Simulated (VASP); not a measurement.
Crystal: Zr.

```
CELL_PARAMETERS angstrom
-1.84550 1.84550 1.84550
1.84550 -1.84550 1.84550
1.84550 1.84550 -1.84550
ATOMIC_POSITIONS crystal
Zr 0.00000 0.00000 0.00000
```

This cell differs from its parent crystal: volume scaled by 1.06.

Base run:

| Property | Result |
| --- | --- |
| Program | VASP 6.6.1 |
| Functional | PBE |
| Potentials or basis | VASP PAW PBE potentials, release 64 (Zr_sv) |
| Cutoff | 520 eV |
| k mesh | 10 × 10 × 10 |
| Occupations | fermi-dirac, width 0.05 eV |
| Spin | no spin polarisation |

Its results: band gap on the k mesh zero (band 6 reaches 8.97 eV, above the bottom of band 7 at 7.23 eV); pressure -7.3 GPa.

Problem. After a change of settings the same cell gave: band gap on the k mesh zero (band 6 reaches 8.83 eV, above the bottom of band 7 at 7.10 eV); pressure -10.6 GPa. Which change was it?
A. functional from PBE to RPBE; cutoff from 520 eV to 500 eV
B. functional from PBE to LDA; potentials or basis from VASP PAW PBE potentials, release 64 (Zr_sv) to VASP PAW LDA potentials, release 64 (Zr_sv); cutoff from 520 eV to 500 eV
C. cutoff from 520 eV to 500 eV
D. functional from PBE to PBEsol

Solution. D.

PBEsol binds more tightly than PBE, so the same cell stands under less pressure.

Caveats: the PAW data sets were made with another functional, which shifts forces and pressure a little (some runs).
